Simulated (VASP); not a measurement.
# Al4H3S4O20 (a cell with a defect) in VASP: further runs

Al4H3S4O20 (a cell with a defect) is run at these levels: PBEsol; tasks: single point.

All numbers are computed with VASP 6.6.1; they aren't measurements. Logs are shortened: lines on timing, memory, paths and dates and some standing lists are left out, and cuts for length are marked.

### Step 1. The cell of the first run

The cell holds a defect, 31 atoms: a = 7.247 Å, b = 7.247 Å, c = 7.229 Å, α = 88.81°, β = 88.81°, γ = 60.74°.

### Step 2. Single point, PBEsol

INCAR

```
PREC = Accurate ; ENCUT = 520
EDIFF = 1E-6 ; ISMEAR = -1
SIGMA = 0.05 ; LREAL = Auto
LASPH = T ; NELM = 100
ALGO = Normal ; ISIF = 2
LWAVE = F ; LCHARG = F
GGA = PS ; NBANDS = 100
NELECT = 160.0
```

KPOINTS

```
Automatic mesh
0
Gamma
  2 2 2
```

POSCAR

```
Al4H3S4O20
1.0
    0.1501280000      3.6637270000      6.2503170000
    0.1501280000     -3.6637270000      6.2503170000
    7.2288020000      0.0000000000      0.0000000000
Al H S O
4 3 4 20
Direct
    0.0193879148      0.0411690137      0.4984378752
    0.2453019741      0.2434732352      0.2370131531
    0.4969608749      0.5048763119      0.0437688274
    0.7671490562      0.7476061154      0.7555460553
    0.5859673613      0.2054804964      0.2236444595
    0.4617817608      0.7627321318      0.8027701102
   -0.0564564269      0.7920511175      0.4518683234
    0.5101024888      0.7596571090      0.3928276817
    0.0108904830      0.7575345425      0.0910161722
    1.0048259520      0.2595739177      0.8924685136
    0.4999639446      0.2499180214      0.6376190301
    0.1978537360      0.1497606330      0.0021322136
    0.0540555825      0.0959528090      0.7481709335
    0.3087275132      0.3465032535      0.5301751958
    0.4839154933      0.3801686803      0.7974456585
    0.3116005324      0.7945513636      0.5038505174
    0.4892811983      0.9508057605      0.2854695183
    0.2157418452      0.7266423571      0.0381697748
    0.0271175575      0.5509011254      0.1595178857
    0.0677624163      0.1986400718      0.3565882047
    0.4565942823      0.3051910800      0.1524505288
    0.7015642357      0.6520791075      0.5134018378
    0.5503573225      0.5965125082      0.2603229036
    0.8675379482      0.8450471895      0.9322420255
    0.9141993582      0.8982047167      0.2428075082
    0.8132526200      0.3003868962      0.9956437494
    0.9837207403      0.4554062671      0.7924199253
    0.6758164453      0.2270657605      0.5147398006
    0.5506467059      0.0223322326      0.7054114662
    0.5771195871      0.6821765414      0.8931970181
    0.9719747501      0.8199983610      0.5797052763
```

Potentials or basis: VASP PAW PBE potentials, release 64 (Al, H, S, O).

Started as:

```sh
> cat potpaw_PBE.64/Al/POTCAR potpaw_PBE.64/H/POTCAR potpaw_PBE.64/S/POTCAR potpaw_PBE.64/O/POTCAR > POTCAR
> mpirun -np 1 vasp_std > vasp.out
```

OUTCAR:

```text
PREC = Accurate
   ENCUT = 520
   EDIFF = 1E-6
   ISMEAR = -1
   LREAL = Auto
   LASPH = T
   NELM = 100
   ISIF = 2
   GGA = PS
   NELECT = 160.0

 ion  position               nearest neighbor table
   1  0.019  0.041  0.498-  20 1.67  31 1.88  13 1.90  16 2.00  28 2.18  25 2.45   2 3.24
   2  0.245  0.243  0.237-  20 1.69  21 1.88  12 1.94  17 2.02  19 2.08  14 2.39  10 3.04   1 3.24

   3  0.497  0.505  0.044-  21 1.78  23 1.83  18 1.88  30 1.95  15 2.04  26 2.06
   4  0.767  0.748  0.756-  24 1.80  29 1.87  30 1.92  27 1.94  22 2.04  31 2.18   9 3.05
   5  0.586  0.205  0.224-  21 1.00
   6  0.462  0.763  0.803-  30 1.00
   7  0.944  0.792  0.452-  31 1.00
   8  0.510  0.760  0.393-  23 1.45  22 1.50  17 1.52  16 1.54
   9  0.011  0.758  0.091-  25 1.43  18 1.43  24 1.47  19 1.52   4 3.05
  10  0.005  0.260  0.892-  26 1.46  12 1.47  13 1.50  27 1.52   2 3.04
  11  0.500  0.250  0.638-  14 1.44  15 1.47  28 1.48  29 1.57
  12  0.198  0.150  0.002-  10 1.47   2 1.94
  13  0.054  0.096  0.748-  10 1.50   1 1.90
  14  0.309  0.347  0.530-  11 1.44   2 2.39
  15  0.484  0.380  0.797-  11 1.47   3 2.04
  16  0.312  0.795  0.504-   8 1.54   1 2.00
  17  0.489  0.951  0.285-   8 1.52   2 2.02
  18  0.216  0.727  0.038-   9 1.43   3 1.88
  19  0.027  0.551  0.160-   9 1.52   2 2.08
  20  0.068  0.199  0.357-   1 1.67   2 1.69
  21  0.457  0.305  0.152-   5 1.00   3 1.78   2 1.88
  22  0.702  0.652  0.513-   8 1.50   4 2.04
  23  0.550  0.597  0.260-   8 1.45   3 1.83
  24  0.868  0.845  0.932-   9 1.47   4 1.80
  25  0.914  0.898  0.243-   9 1.43   1 2.45
  26  0.813  0.300  0.996-  10 1.46   3 2.06
  27  0.984  0.455  0.792-  10 1.52   4 1.94
  28  0.676  0.227  0.515-  11 1.48   1 2.18
  29  0.551  0.022  0.705-  11 1.57   4 1.87
  30  0.577  0.682  0.893-   6 1.00   4 1.92   3 1.95
  31  0.972  0.820  0.580-   7 1.00   1 1.88   4 2.18

  LATTYP: Found a base centered monoclinic cell.
 ALAT       =    12.5042394438
 B/A-ratio  =     0.5859975757
 C/A-ratio  =     0.5781080915
 COS(beta)  =    -0.0240123361

  Lattice vectors:

 A1 = (  -0.1501280000,  -3.6637270000,  -6.2503170000)
 A2 = (  -0.1501280000,   3.6637270000,  -6.2503170000)
 A3 = (   7.2288020000,   0.0000000000,   0.0000000000)

Analysis of symmetry for initial positions (statically):
=====================================================================
 Subroutine PRICEL returns:
 Original cell was already a primitive cell.

[... 165 lines left out ...]
   NSW    =      0    number of steps for IOM
   IBRION =     -1    ionic relax: 0-MD 1-quasi-New 2-CG
   NFREE  =      0    steps in history (QN), initial steepest desc. (CG)
   ISIF   =      2    stress and relaxation
   ISYM   =      2    0-nonsym 1-usesym 2-fastsym
   POTIM  = 0.5000    time-step for ionic-motion
   TEBEG  =    0.0;   TEEND  =   0.0 temperature during run
   PSTRESS=    0.0 pullay stress
   NELECT =     160.0000    total number of electrons
   NUPDOWN=      -1.0000    fix difference up-down
   EMIN   =  10.00;   EMAX   =-10.00  energy-range for DOS
   EFERMI =   0.00;   METHOD = LEGACY
   ISMEAR =    -1;   SIGMA  =   0.05  broadening in eV -4-tet -1-fermi 0-gaus
   EFERMI_NEDOS =   21; number of points for ismear=-14 and -15
   IALGO  =     38    algorithm
   IMIX   =      4    mixing-type and parameters
     AMIX     =   0.40;   BMIX     =  1.00
     AMIX_MAG =   1.60;   BMIX_MAG =  1.00
  volume/ion in A,a.u.               =      10.68        72.07
  Fermi-wavevector in a.u.,A,eV,Ry     =   1.284718  2.427764 22.456406  1.650499
  Thomas-Fermi vector in A             =   2.416895
   LORBIT       =      0    0 simple, 1 ext, 2 COOP (PROOUT), +10 PAW based schemes
   GGA     = PS    functional components
   LHFCALC =     F    Hartree Fock is set to
   AEXX    =    0.0000 exact exchange contribution
   IVDW    =     0    specifies the selected vdW correction
   LEPSILON=     F    determine dielectric tensor
   LRPA    =     F    only Hartree local field effects (RPA)
 non-spin polarized calculation
  energy-cutoff  :      520.00
  volume of cell :      331.07
 maximum number of plane-waves:      8928
 NGX is ok and might be reduce to    54
   NGX = 27   NGY = 27   NGZ = 27

 number of electron     160.0000007 magnetization

 Free energy of the ion-electron system (eV)
  ---------------------------------------------------
  ext. energy  EPLUGINS =         0.00000000
  ---------------------------------------------------
  free energy    TOTEN  =      -200.32739719 eV

  energy without entropy =     -200.32739719  energy(sigma->0) =     -200.32739719

 E-fermi :   3.3473     XC(G=0): -10.0037

 val. band max:        2.1719525160   @ k =   0.5000   0.5000   0.0000
 cond. band min:       6.7836518291   @ k =   0.0000   0.0000   0.0000
 fundamental gap:      4.6116993131
 Fermi energy:         3.3472971704

 k-point     1 :       0.0000    0.0000    0.0000
  band No.  band energies     occupation
      1     -22.3133      2.00000
      2     -21.6288      2.00000
      3     -21.5595      2.00000
      4     -20.9756      2.00000
      5     -18.5132      2.00000
      6     -17.9505      2.00000
[... 749 lines left out ...]
     91      10.0532      0.00000
     92      10.2712      0.00000
 [bands above 92 left out]

------------------------ aborting loop because EDIFF is reached ----------------------------------------

  FORCE on cell =-STRESS in cart. coord.  units (eV):
  Direction    XX          YY          ZZ          XY          YZ          ZX
  --------------------------------------------------------------------------------------
  -------------------------------------------------------------------------------------
  Total        4.0995919     -0.9597274     -0.1078319     -4.6367922      5.7326745      8.7828117
  in kB       19.8394550     -4.6444791     -0.5218386    -22.4391675     27.7425507     42.5033029
  external PRESSURE =       4.8910458 kB  Pullay stress =       0.0000000 kB

 VOLUME and BASIS-vectors are now :
 -----------------------------------------------------------------------------
  energy-cutoff  :      520.00
  volume of cell :      331.07
      direct lattice vectors                 reciprocal lattice vectors
     0.150128000  3.663727000  6.250317000     0.000000000  0.136473051  0.079995943
     0.150128000 -3.663727000  6.250317000     0.000000000 -0.136473051  0.079995943
     7.228802000  0.000000000  0.000000000     0.138335508  0.000000000 -0.003322717

 POSITION                                       TOTAL-FORCE (eV/Angst)
 -----------------------------------------------------------------------------------
      3.61220     -0.07980      0.37850         1.918020      0.135631     -1.372475
      1.78670      0.00670      3.05500        -0.224571     -0.284323      0.278462
      0.46680     -0.02900      6.26180        -2.089098      0.549463      1.811078
      5.68910      0.07160      9.46770        -1.481540      0.549071      0.311273
      1.73550      1.39400      4.94680        -0.287905     -0.490385     -0.043002
      5.98690     -1.10260      7.65360         0.754786      0.063477     -0.346974
[... 23 lines left out ...]
      6.64580     -0.38490      7.87100        -1.020630     -1.012601      0.067626
      4.45960      0.55680     11.20040         0.019097     -0.701828     -1.106419
 -----------------------------------------------------------------------------------
    total drift:                                0.021364      0.016679      0.011024

  FREE ENERGIE OF THE ION-ELECTRON SYSTEM (eV)
  ---------------------------------------------------
  free  energy   TOTEN  =      -200.3273971944 eV

  energy  without entropy=     -200.3273971943  energy(sigma->0) =     -200.32739719
```

It took 5.2 min on 1 thread of Intel Xeon Platinum 8488C (Sapphire Rapids), shared host; peak memory 0.47 GiB.

What came out:

```yaml
Free_energy: -200.3274 eV
Largest_force: 4.323 eV/Å
```

Forces on the atoms (eV/Å):
```
Al   1.918  0.136 -1.372
Al  -0.225 -0.284  0.278
Al  -2.089  0.549  1.811
Al  -1.482  0.549  0.311
H   -0.288 -0.490 -0.043
H    0.755  0.063 -0.347
H    0.773  0.317 -0.324
S    1.190 -0.689 -0.338
S    1.160  0.256 -4.157
S   -2.819 -0.278 -0.197
S    0.299  1.903 -0.278
O    1.392 -0.276  1.374
O   -0.334 -0.774 -0.110
O   -0.556 -0.193 -0.773
O    0.228 -0.321 -0.447
O   -1.069  0.692  2.351
O    1.152  0.233 -0.672
O   -0.750  1.797  1.948
O   -0.555  0.532  0.521
O    0.047 -0.396 -0.202
O    1.163  0.894 -0.852
O    0.418 -1.443  0.634
O   -1.482  0.768 -0.790
O    0.365  0.143  0.024
O    0.661 -1.431  1.657
O    0.708 -0.099 -0.043
O    0.942  0.271 -0.645
O   -0.165  0.898  0.734
O   -0.357 -1.615  0.985
O   -1.021 -1.013  0.068
O    0.019 -0.702 -1.106
```

Caveat: the k points lie up to 0.50 Å⁻¹ apart; the cell carries a net charge on a neutralising background, which shifts energy and pressure; the cell is charged against a uniform background, so pressure and absolute levels hang on convention; the atoms stand as in a frame of molecular dynamics; the PAW data sets were made with another functional, which shifts forces and pressure a little.

(Continued in part 2 of 2.)
